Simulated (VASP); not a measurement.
Here is a VASP 6.6.1 calculation.

File INCAR:

```
SYSTEM = Cu
ALGO = Normal
EDIFF = 1E-6
ENCUT = 520
GGA = PE
ISIF = 2
ISMEAR = 0
LASPH = .TRUE.
LCHARG = .FALSE.
LREAL = .FALSE.
LWAVE = .FALSE.
NBANDS = 12
NELM = 60
PREC = Accurate
SIGMA = 0.15
```

KPOINTS

```
k-points
0
G
  22 22 22
  0 0 0
```

The input POSCAR:

```
Cu
1.0
   -1.4732621059      1.4732621059      1.4050000000
    1.4732621059     -1.4732621059      1.4050000000
    1.4732621059      1.4732621059     -1.4050000000
Cu
1
Direct
    0.0000000000      0.0000000000      0.0000000000
```

Potentials or basis: VASP PAW PBE potentials, release 64 (Cu).

Launch:

```sh
$ cat potpaw_PBE.64/Cu/POTCAR > POTCAR
$ mpirun -np 1 vasp_std > vasp.out
```

(1) What does it give for the pressure?

Results:

(1) -1.5 GPa.
